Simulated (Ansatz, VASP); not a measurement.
One calculation of Li2NbO6, two programs

```xyz
9
Lattice="5.8836 0.0000 0.0000 -2.9418 5.0953 0.0000 0.0000 0.0000 4.9422" Properties=species:S:1:pos:R:3 pbc="T T T"
Li    0.0000    3.3969    3.7066
Li    2.9418    1.6984    1.2355
Nb    0.0000    0.0000    0.0000
O     2.9418    3.3969    3.7066
O     1.4709    0.8492    3.7066
O     4.4127    0.8492    3.7066
O     0.0000    1.6984    1.2355
O     1.4709    4.2461    1.2355
O    -1.4709    4.2461    1.2355
```

Alike in both runs: task single point; functional PBE; k mesh 3 × 3 × 4; occupations gaussian, width 0.1 eV; no spin polarisation.

|  | VASP | Ansatz |
| --- | --- | --- |
| version | VASP 6.6.1 | Ansatz 0.2.0 |
| potentials or method | VASP PAW PBE potentials, release 64 (Li_sv, Nb_sv, O), cutoff 520 eV | scalar-relativistic, plane waves, PAW |
| valence electrons in the cell | 55 | 55 |

Ansatz gave:

```
gap on the k mesh at the Fermi level (eV) : none
rms of the force components (eV/Å)        : 0.892
```

Estimate VASP's values.

gap on the k mesh at the Fermi level (eV): none; rms of the force components (eV/Å): 0.889.

Atom by atom the forces differ by 0.003 eV/Å (rms over components). A gap of «none» marks a metal or a gap that the smearing closes.

The k mesh is coarse, so the values compare programs but aren't converged. Noted on VASP's run: the cutoff is short for stress, so the pressure is rough.
